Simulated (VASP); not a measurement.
# BN (F-43m) in VASP: notebook

BN is run at these levels: r2SCAN; tasks: single point.

Everything below comes from runs of VASP 6.6.1. Logs are shortened: lines on timing, memory, paths and dates and some standing lists are left out, and cuts for length are marked.

## (1) The cell of the first run

The structure is cubic, space group F-43m (No. 216). Conventional cell: a = 3.609 Å, b = 3.609 Å, c = 3.609 Å, α = 90.00°, β = 90.00°, γ = 90.00°. Within 2.1 Å of B (site symmetry -43m) lie 4 N at 1.56 Å. Within 2.1 Å of N (site symmetry -43m) lie 4 B at 1.56 Å.

## (2) Single point, r2SCAN

POSCAR

```
BN
1.0
    0.0000000000      1.8044288008      1.8044288008
    1.8044288008      0.0000000000      1.8044288008
    1.8044288008      1.8044288008      0.0000000000
B N
1 1
Direct
    0.0000000000      0.0000000000      0.0000000000
    0.2500000000      0.2500000000      0.2500000000
```

INCAR.step1

```
SYSTEM = BN
PREC = Accurate
ENCUT = 1460
ISMEAR = 0
SIGMA = 0.02
LREAL = .False.
LASPH = .True.
NELM = 120
NBANDS = 11
GGA = PE
ALGO = Normal
EDIFF = 1E-5
LWAVE = .True.
LCHARG = .False.
GGA_COMPAT = .False.
```

INCAR.step2

```
SYSTEM = BN
PREC = Accurate
ENCUT = 1460
EDIFF = 1E-6
ISMEAR = 0
SIGMA = 0.02
LREAL = .False.
LASPH = .True.
NELM = 120
ALGO = Normal
ISIF = 2
LWAVE = .False.
LCHARG = .False.
METAGGA = R2SCAN
LMIXTAU = .True.
NBANDS = 11
ISTART = 1
GGA_COMPAT = .False.
```

KPOINTS

```
Automatic mesh
0
Gamma
  12 12 12
  0 0 0
```

Potentials or basis: VASP PAW PBE potentials, release 64 (B_h, N_h).

Started as:

```bash
cat potpaw_PBE.64/B_h/POTCAR potpaw_PBE.64/N_h/POTCAR > POTCAR
cp INCAR.step1 INCAR
mpirun -np 1 vasp_std > vasp.out
cp INCAR.step2 INCAR
mpirun -np 1 vasp_std > vasp.out
```

OUTCAR:

```text
SYSTEM = BN
   PREC = Accurate
   ENCUT = 1460
   EDIFF = 1E-6
   ISMEAR = 0
   LREAL = .False.
   LASPH = .True.
   NELM = 120
   ISIF = 2
   METAGGA = R2SCAN
   ISTART = 1

 ion  position               nearest neighbor table
   1  0.000  0.000  0.000-
   2  0.250  0.250  0.250-

  LATTYP: Found a face centered cubic cell.
 ALAT       =     3.6088576016

  Lattice vectors:

 A1 = (   0.0000000000,   1.8044288008,   1.8044288008)
 A2 = (   1.8044288008,   0.0000000000,   1.8044288008)
 A3 = (   1.8044288008,   1.8044288008,   0.0000000000)

Analysis of symmetry for initial positions (statically):
=====================================================================
 Subroutine PRICEL returns:
 Original cell was already a primitive cell.

 Routine SETGRP: Setting up the symmetry group for a
 face centered cubic supercell.

 Subroutine GETGRP returns: Found 24 space group operations
 (whereof 24 operations were pure point group operations)
 out of a pool of 48 trial point group operations.

The static configuration has the point symmetry T_d .

Analysis of symmetry for dynamics (positions and initial velocities):
=====================================================================
 Subroutine PRICEL returns:
 Original cell was already a primitive cell.

 Routine SETGRP: Setting up the symmetry group for a
 face centered cubic supercell.

 Subroutine GETGRP returns: Found 24 space group operations
 (whereof 24 operations were pure point group operations)
 out of a pool of 48 trial point group operations.

The dynamic configuration has the point symmetry T_d .

 Subroutine INISYM returns: Found 24 space group operations
 (whereof 24 operations are pure point group operations),
 and found     1 'primitive' translations

----------------------------------------------------------------------------------------

                                     Primitive cell

  volume of cell :      11.7503

  direct lattice vectors                    reciprocal lattice vectors
     0.000000000  1.804428801  1.804428801    -0.277095998  0.277095998  0.277095998
     1.804428801  0.000000000  1.804428801     0.277095998 -0.277095998  0.277095998
     1.804428801  1.804428801  0.000000000     0.277095998  0.277095998 -0.277095998

  length of vectors
     2.551847682  2.551847682  2.551847682     0.479944348  0.479944348  0.479944348

  position of ions in fractional coordinates (direct lattice)
     0.000000000  0.000000000  0.000000000
     0.250000000  0.250000000  0.250000000

  ion indices of the primitive-cell ions
   primitive index   ion index
                 1           1
                 2           2

----------------------------------------------------------------------------------------

 KPOINTS: Automatic mesh

Automatic generation of k-mesh.
 Grid dimensions read from file:
 generate k-points for:   12   12   12

 Generating k-lattice:

  Cartesian coordinates                     Fractional coordinates (reciprocal lattice)
    -0.023091333  0.023091333  0.023091333     0.083333333  0.000000000  0.000000000
     0.023091333 -0.023091333  0.023091333     0.000000000  0.083333333  0.000000000
     0.023091333  0.023091333 -0.023091333     0.000000000  0.000000000  0.083333333

  Length of vectors
     0.039995362  0.039995362  0.039995362

  Shift w.r.t. Gamma in fractional coordinates (k-lattice)
     0.000000000  0.000000000  0.000000000

 Subroutine IBZKPT returns following result:
 ===========================================

 Found     72 irreducible k-points:

 Following reciprocal coordinates:
            Coordinates               Weight
  0.000000  0.000000  0.000000      1.000000
  0.083333  0.000000  0.000000      8.000000
  0.166667  0.000000  0.000000      8.000000
  0.250000  0.000000  0.000000      8.000000
  0.333333  0.000000  0.000000      8.000000
  0.416667  0.000000  0.000000      8.000000
[... 16 lines left out ...]
  0.500000  0.166667  0.000000     24.000000
 -0.416667  0.166667  0.000000     24.000000
 [... further k-points ...]
   k-points           NKPTS =     72   k-points in BZ     NKDIM =     72   number of bands    NBANDS=     11
   number of dos      NEDOS =    301   number of ions     NIONS =      2
   total plane-waves  NPLWV =  32768
   dimension x,y,z NGX =    32 NGY =   32 NGZ =   32
   dimension x,y,z NGXF=    64 NGYF=   64 NGZF=   64
   ions per type =               1   1
   NGX,Y,Z   is equivalent  to a cutoff of  20.85, 20.85, 20.85 a.u.
   NGXF,Y,Z  is equivalent  to a cutoff of  41.69, 41.69, 41.69 a.u.
 SYSTEM =  BN
   PREC   = accura    normal or accurate (medium, high low for compatibility)
   ISTART =      1    job   : 0-new  1-cont  2-samecut
   ICHARG =      0    charge: 1-file 2-atom 10-const
   ISPIN  =      1    spin polarized calculation?
   LNONCOLLINEAR =      F non collinear calculations
   LSORBIT =      F    spin-orbit coupling
   LASPH  =      T    aspherical Exc in radial PAW
   ENCUT  = 1460.0 eV 107.31 Ry   10.36 a.u.   7.95  7.95  7.95*2*pi/ulx,y,z
   NELM   =    120;   NELMIN=  2; NELMDL=  0     # of ELM steps
   EDIFF  = 0.1E-05   stopping-criterion for ELM
   LREAL  =      F    real-space projection
   EDIFFG = 0.1E-04   stopping-criterion for IOM
   NSW    =      0    number of steps for IOM
   IBRION =     -1    ionic relax: 0-MD 1-quasi-New 2-CG
   NFREE  =      0    steps in history (QN), initial steepest desc. (CG)
   ISIF   =      2    stress and relaxation
   ISYM   =      2    0-nonsym 1-usesym 2-fastsym
   POTIM  = 0.5000    time-step for ionic-motion
   TEBEG  =    0.0;   TEEND  =   0.0 temperature during run
   PSTRESS=    0.0 pullay stress
   NELECT =       8.0000    total number of electrons
   NUPDOWN=      -1.0000    fix difference up-down
   EMIN   =  10.00;   EMAX   =-10.00  energy-range for DOS
   EFERMI =   0.00;   METHOD = LEGACY
   ISMEAR =     0;   SIGMA  =   0.02  broadening in eV -4-tet -1-fermi 0-gaus
   EFERMI_NEDOS =   21; number of points for ismear=-14 and -15
   IALGO  =     38    algorithm
   IMIX   =      4    mixing-type and parameters
     AMIX     =   0.40;   BMIX     =  1.00
     AMIX_MAG =   1.60;   BMIX_MAG =  1.00
  volume/ion in A,a.u.               =       5.88        39.65
  Fermi-wavevector in a.u.,A,eV,Ry     =   1.440196  2.721577 28.220740  2.074166
  Thomas-Fermi vector in A             =   2.558967
   LORBIT       =      0    0 simple, 1 ext, 2 COOP (PROOUT), +10 PAW based schemes
   METAGGA = R2SCAN    functional components
   LHFCALC =     F    Hartree Fock is set to
   AEXX    =    0.0000 exact exchange contribution
   IVDW    =     0    specifies the selected vdW correction
   LEPSILON=     F    determine dielectric tensor
   LRPA    =     F    only Hartree local field effects (RPA)
 non-spin polarized calculation
 Gauss-broadening in eV      SIGMA  =   0.02
  energy-cutoff  :     1460.00
  volume of cell :       11.75
 maximum number of plane-waves:      1524
   NGX = 15   NGY = 15   NGZ = 15

 number of electron       8.0000000 magnetization

 Free energy of the ion-electron system (eV)
  ---------------------------------------------------
  ext. energy  EPLUGINS =         0.00000000
  ---------------------------------------------------
  free energy    TOTEN  =       -19.20399705 eV

  energy without entropy =      -19.20399705  energy(sigma->0) =      -19.20399705

 E-fermi :   9.2399     XC(G=0): -13.7836

 val. band max:        8.9945251364   @ k =   0.0000   0.0000   0.0000
 cond. band min:      13.9934015947   @ k =   0.5000   0.5000   0.0000
 fundamental gap:      4.9988764583
 Fermi energy:         9.2399096383

 k-point     1 :       0.0000    0.0000    0.0000
  band No.  band energies     occupation
      1     -12.3473      2.00000
      2       8.9945      2.00000
      3       8.9945      2.00000
      4       8.9945      2.00000
      5      18.5695      0.00000
      6      18.5695      0.00000
      7      18.5695      0.00000
      8      20.1457      0.00000
      9      35.2370      0.00000
     10      37.7602      0.00000
     11      37.7602      0.00000

 k-point     2 :       0.0833    0.0000    0.0000
  band No.  band energies     occupation
      1     -12.1717      2.00000
      2       8.0409      2.00000
      3       8.8079      2.00000
      4       8.8079      2.00000
      5      18.7950      0.00000
      6      18.8584      0.00000
      7      18.8584      0.00000
      8      20.7334      0.00000
      9      35.0305      0.00000
     10      35.6629      0.00000
     11      35.6629      0.00000

 k-point     3 :       0.1667    0.0000    0.0000
  band No.  band energies     occupation
      1     -11.6519      2.00000
      2       5.8427      2.00000
      3       8.3521      2.00000
      4       8.3521      2.00000
      5      19.1108      0.00000
      6      19.5296      0.00000
      7      19.5296      0.00000
      8      22.1549      0.00000
      9      34.0585      0.00000
     10      34.0585      0.00000
     11      34.4516      0.00000

 k-point     4 :       0.2500    0.0000    0.0000
  band No.  band energies     occupation
      1     -10.8143      2.00000
      2       3.2623      2.00000
      3       7.8236      2.00000
      4       7.8236      2.00000
      5      19.3948      0.00000
      6      20.1650      0.00000
      7      20.1650      0.00000
      8      23.6069      0.00000
      9      33.6691      0.00000
     10      33.6691      0.00000
     11      33.8729      0.00000
[... 239 lines left out ...]
 k-point    22 :       0.4167    0.1667    0.0000
  band No.  band energies     occupation
      1      -8.8067      2.00000
      2       0.4520      2.00000
      3       5.7162      2.00000
      4       5.9183      2.00000
      5      18.2104      0.00000
      6      22.3095      0.00000
      7      22.8575      0.00000
      8      23.7568      0.00000
      9      30.7325      0.00000
     10      36.8153      0.00000
     11      38.8518      0.00000

 k-point    23 :       0.5000    0.1667    0.0000
  band No.  band energies     occupation
      1      -7.8325      2.00000
      2      -1.1397      2.00000
      3       5.1039      2.00000
      4       5.9935      2.00000
      5      18.5688      0.00000
      6      22.2279      0.00000
      7      22.5834      0.00000
      8      25.1976      0.00000
      9      31.1372      0.00000
     10      37.0507      0.00000
     11      38.0804      0.00000

 k-point    24 :      -0.4167    0.1667    0.0000
  band No.  band energies     occupation
      1      -7.6502      2.00000
      2      -1.4085      2.00000
      3       4.6849      2.00000
      4       6.3222      2.00000
      5      19.0398      0.00000
      6      22.0769      0.00000
      7      22.1616      0.00000
      8      25.8898      0.00000
      9      31.4300      0.00000
     10      35.6265      0.00000
     11      37.3608      0.00000

 [... further k-points ...]
[... 5 lines left out ...]
  --------------------------------------------------------------------------------------
  -------------------------------------------------------------------------------------
  Total       -0.0131588     -0.0131588     -0.0131588     -0.0000000      0.0000000     -0.0000000
  in kB       -1.7942233     -1.7942233     -1.7942233     -0.0000000      0.0000000     -0.0000000
  external PRESSURE =      -1.7942233 kB  Pullay stress =       0.0000000 kB

 VOLUME and BASIS-vectors are now :
 -----------------------------------------------------------------------------
  energy-cutoff  :     1460.00
  volume of cell :       11.75
      direct lattice vectors                 reciprocal lattice vectors
     0.000000000  1.804428801  1.804428801    -0.277095998  0.277095998  0.277095998
     1.804428801  0.000000000  1.804428801     0.277095998 -0.277095998  0.277095998
     1.804428801  1.804428801  0.000000000     0.277095998  0.277095998 -0.277095998

 POSITION                                       TOTAL-FORCE (eV/Angst)
 -----------------------------------------------------------------------------------
      0.00000      0.00000      0.00000         0.000000      0.000000      0.000000
      0.90221      0.90221      0.90221        -0.000000     -0.000000     -0.000000
 -----------------------------------------------------------------------------------
    total drift:                               -0.000000     -0.000000     -0.000000

  FREE ENERGIE OF THE ION-ELECTRON SYSTEM (eV)
  ---------------------------------------------------
  free  energy   TOTEN  =       -19.2039970546 eV

  energy  without entropy=      -19.2039970546  energy(sigma->0) =      -19.20399705
```

Run time: 62 s. Hardware: 1 thread of Intel Xeon Platinum 8259CL at 2.50GHz (Skylake/Cascade Lake), shared host; peak memory 0.2 GiB.

What came out:

| Item | Value |
| --- | --- |
| Free energy | -19.2040 eV |
| Pressure | -0.2 GPa |
| Band gap on the k mesh | 5.00 eV (least direct gap 9.57 eV) |

Levels at points of the mesh, in eV from the valence-band top:
```
           k point  band 2  band 3  band 4  band 5  band 6  band 7
(0.00, 0.00, 0.00)    0.00    0.00    0.00    9.58    9.58    9.58
(0.50, 0.00, 0.00)  -11.12   -2.02   -2.02   10.85   11.52   11.52
(0.50, 0.50, 0.00)   -9.35   -5.11   -5.11    5.00    9.85   19.37
```

Caveat: the PAW data sets were made with another functional, which shifts forces and pressure a little.

## (3) Single point, r2SCAN

POSCAR

```
BN
1.0
    0.0000000000      1.8050000000      1.8050000000
    1.8050000000      0.0000000000      1.8050000000
    1.8050000000      1.8050000000      0.0000000000
B N
1 1
Direct
    0.0000000000      0.0000000000      0.0000000000
    0.2500000000      0.2500000000      0.2500000000
```

INCAR.step1

```
  PREC = Accurate
  ENCUT = 1460
  ISMEAR = 0
  SIGMA = 0.1
  LREAL = F
  LASPH = T
  NELM = 120
  NBANDS = 11
  GGA = PE
  ALGO = Normal
  EDIFF = 1E-5
  LWAVE = T
  LCHARG = F
  GGA_COMPAT = F
```

INCAR.step2

```
  PREC = Accurate
  ENCUT = 1460
  EDIFF = 1E-6
  ISMEAR = 0
  SIGMA = 0.1
  LREAL = F
  LASPH = T
  NELM = 120
  ALGO = Normal
  ISIF = 2
  LWAVE = F
  LCHARG = F
  METAGGA = R2SCAN
  LMIXTAU = T
  NBANDS = 11
  ISTART = 1
  GGA_COMPAT = F
```

KPOINTS

```
Automatic mesh
0
Gamma
  8 8 8
```

Potentials or basis: VASP PAW PBE potentials, release 64 (B_h, N_h).

Started as:

```bash
cat potpaw_PBE.64/B_h/POTCAR potpaw_PBE.64/N_h/POTCAR > POTCAR
cp INCAR.step1 INCAR
mpirun -np 1 vasp_std > vasp.out
cp INCAR.step2 INCAR
mpirun -np 1 vasp_std > vasp.out
```

It took 64 s on 1 thread of AMD EPYC 7R43 (Zen 3), shared host; peak memory 0.14 GiB.

Results (log left out):

| Quantity | Value |
| --- | --- |
| Free energy | -19.2037 eV |
| Pressure | -0.5 GPa |
| Band gap on the k mesh | 5.00 eV (least direct gap 9.57 eV) |

Levels at points of the mesh, in eV from the valence-band top:
```tsv
k point	band 1	band 2	band 3	band 4	band 5	band 6	band 7	band 8
(0.00, 0.00, 0.00)	-21.33	0.00	0.00	0.00	9.57	9.57	9.57	11.13
(0.50, 0.00, 0.00)	-17.02	-11.11	-2.02	-2.02	10.84	11.51	11.51	16.46
(0.50, 0.50, 0.00)	-15.59	-9.34	-5.11	-5.11	5.00	9.84	19.35	19.35
```

Caveat: the PAW data sets were made with another functional, which shifts forces and pressure a little.
